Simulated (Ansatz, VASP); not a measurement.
One calculation of Au, two programs

The input INCAR:

```
SYSTEM = Au
PREC = Accurate
ENCUT = 520
EDIFF = 1E-6
ISMEAR = 0
SIGMA = 0.15
LREAL = .False.
LASPH = .True.
NELM = 60
ALGO = Fast
ISIF = 2
LWAVE = .False.
LCHARG = .False.
GGA = PS
NBANDS = 12
```

Contents of KPOINTS:

```
Automatic mesh
0
Gamma
  20 20 20
  0 0 0
```

File POSCAR:

```
Au
1.0
   -1.6572690000      1.6572690000      1.6862712075
    1.6572690000     -1.6572690000      1.6862712075
    1.6572690000      1.6572690000     -1.6862712075
Au
1
Direct
    0.0000000000      0.0000000000      0.0000000000
```

Input for Ansatz:

```yaml
crystal:
  lattice:
    - [-1.657269, 1.657269, 1.6862712075]
    - [1.657269, -1.657269, 1.6862712075]
    - [1.657269, 1.657269, -1.6862712075]
  atoms:
    - { symbol: Au, position: [0.0, 0.0, 0.0] }
basis:
  ecutwfc: 420
kpoints:
  mp_grid: { grid: [20, 20, 20] }
hamiltonian:
  xc: pbesol
scf:
  occupations: { method: gaussian, width: 0.15 }
output:
  forces: true
  stress: true
  eigenvalues: true
```

Change from the starting cell: strain +0.0175 x Voigt [0, 0, 1, 0, 0, 0], atoms carried along.

Alike in both runs: task single point; functional PBEsol; k mesh 20 × 20 × 20; occupations gaussian, width 0.15 eV; no spin polarisation.

|  | VASP | Ansatz |
| --- | --- | --- |
| version | VASP 6.6.1 | Ansatz 0.2.0 |
| potentials or method | VASP PAW PBE potentials, release 64 (Au), cutoff 520 eV | scalar-relativistic, plane waves, PAW |
| valence electrons in the cell | 11 | 19 |

VASP gave:

```
gap on the k mesh at the Fermi level (eV) : none
pressure (GPa)                            : -11.5
```

Q: Estimate Ansatz's values.

A: gap on the k mesh at the Fermi level (eV): none; pressure (GPa): -11.3.

VASP's potentials were made for PBE, not for PBEsol. A gap of «none» marks a metal or a gap that the smearing closes. With one functional, cell and mesh, what is left measures potentials, basis and numerics. VASP's potentials hold 11 valence electrons a cell and Ansatz's 19, so a difference there can come from the potentials and not from the codes.

Spin-orbit coupling is off throughout.
